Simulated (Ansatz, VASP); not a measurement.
# Two plane-wave programs on Nb3B5

```xyz
8
Lattice="5.4079 0.0000 0.0000 -2.7039 4.6834 0.0000 0.0000 0.0000 3.2153" Properties=species:S:1:pos:R:3 pbc="T T T"
Nb    1.8262    3.1630    1.6076
Nb    1.7556    0.0000    1.6076
Nb   -0.8778    1.5204    1.6076
B    -1.7712    3.0679    0.0000
B     0.0000    3.1222    0.0000
B     0.9327    1.6155    0.0000
B     2.7039    1.5611    0.0000
B     3.5425    0.0000    0.0000
```

Alike in both runs: functional PBE; k mesh 6 × 6 × 10; occupations gaussian, width 0.1 eV; no spin polarisation.

Ansatz relaxed the structure, and its values are those at the end. VASP's run is a single point on that final structure, the one shown.

|  | VASP | Ansatz |
| --- | --- | --- |
| version | VASP 6.6.1 | Ansatz 0.2.0 |
| potentials or method | VASP PAW PBE potentials, release 64 (Nb_sv, B), cutoff 520 eV | scalar-relativistic, plane waves, PAW |
| valence electrons in the cell | 54 | 54 |

|  | VASP | Ansatz | Ansatz less VASP |
| --- | --- | --- | --- |
| gap on the k mesh at the Fermi level (eV) | none | none | - |
| pressure (GPa) | -0.3 | 0.0 | +0.34 |

A gap of «none» marks a metal or a gap that the smearing closes. The functional is the same, so the differences come from potentials, cutoffs and numerics.
